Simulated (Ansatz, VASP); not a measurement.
# Si4Ru: VASP beside Ansatz

```
CELL_PARAMETERS angstrom
0.00000 3.41499 3.41499
3.41499 0.00000 3.41499
3.41499 3.41499 0.00000
ATOMIC_POSITIONS crystal
Si 0.87565 0.37305 0.87565
Si 0.87565 0.87565 0.87565
Si 0.37305 0.87565 0.87565
Si 0.87565 0.87565 0.37305
Ru 0.50000 0.50000 0.50000
```

Alike in both runs: functional PBE; k mesh 10 × 10 × 10; occupations gaussian, width 0.1 eV; no spin polarisation.

Ansatz relaxed the structure, and its values are those at the end. VASP's run is a single point on that final structure, the one shown.

```csv
,VASP,Ansatz
version,VASP 6.6.1,Ansatz 0.2.0
potentials or method,"VASP PAW PBE potentials, release 64 (Si, Ru_pv), cutoff 520 eV","scalar-relativistic, plane waves, PAW"
valence electrons in the cell,30,32
```

|  | VASP | Ansatz | Ansatz less VASP |
| --- | --- | --- | --- |
| gap on the k mesh at the Fermi level (eV) | none | none | - |
| pressure (GPa) | -0.1 | 0.0 | +0.10 |

A gap of «none» marks a metal or a gap that the smearing closes. With one functional, cell and mesh, what is left measures potentials, basis and numerics. VASP's potentials hold 30 valence electrons a cell and Ansatz's 32, so a difference there can come from the potentials and not from the codes.
